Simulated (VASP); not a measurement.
Here is a VASP 6.6.1 calculation.

File INCAR:

```
SYSTEM = FeSi
  ALGO = Normal
  EDIFF = 1E-6
  ENCUT = 520
  GGA = PS
  ISIF = 2
  ISMEAR = 0
  LASPH = .TRUE.
  LCHARG = .FALSE.
  LREAL = .FALSE.
  LWAVE = .FALSE.
  NBANDS = 34
  NELM = 100
  PREC = Accurate
  SIGMA = 0.02
```

KPOINTS

```
k-points
0
G
  8 8 8
  0 0 0
```

Contents of POSCAR:

```
FeSi
1.0
    4.1903929836      0.0000000000      0.0000000000
    0.0000000000      4.1903929836      0.0000000000
    0.0000000000      0.0000000000      4.1903929836
Fe Si
4 4
Direct
    0.1416245606      0.1416245606      0.1416245606
    0.3583754394      0.8583754394      0.6416245606
    0.6416245606      0.3583754394      0.8583754394
    0.8583754394      0.6416245606      0.3583754394
    0.8431548168      0.8431548168      0.8431548168
    0.6568451832      0.1568451832      0.3431548168
    0.3431548168      0.6568451832      0.1568451832
    0.1568451832      0.3431548168      0.6568451832
```

Potentials or basis: VASP PAW PBE potentials, release 64 (Fe, Si).

Command:

```sh
$ cat potpaw_PBE.64/Fe/POTCAR potpaw_PBE.64/Si/POTCAR > POTCAR
$ mpirun -np 1 vasp_std > vasp.out
```

Estimate the pressure.

51.5 GPa.

Estimate the largest force.

0.054 eV/Å.

What does it give for the band gap on the k mesh?

0.13 eV (least direct gap 0.17 eV).

Forces on the atoms (eV/Å):
```
Fe   0.031  0.031  0.031
Fe  -0.031 -0.031  0.031
Fe   0.031 -0.031 -0.031
Fe  -0.031  0.031 -0.031
Si   0.003  0.003  0.003
Si  -0.003 -0.003  0.003
Si   0.003 -0.003 -0.003
Si  -0.003  0.003 -0.003
```

Caveat: the cell stands under pressure; the PAW data sets were made with another functional, which shifts forces and pressure a little. A k mesh can miss the band edges.
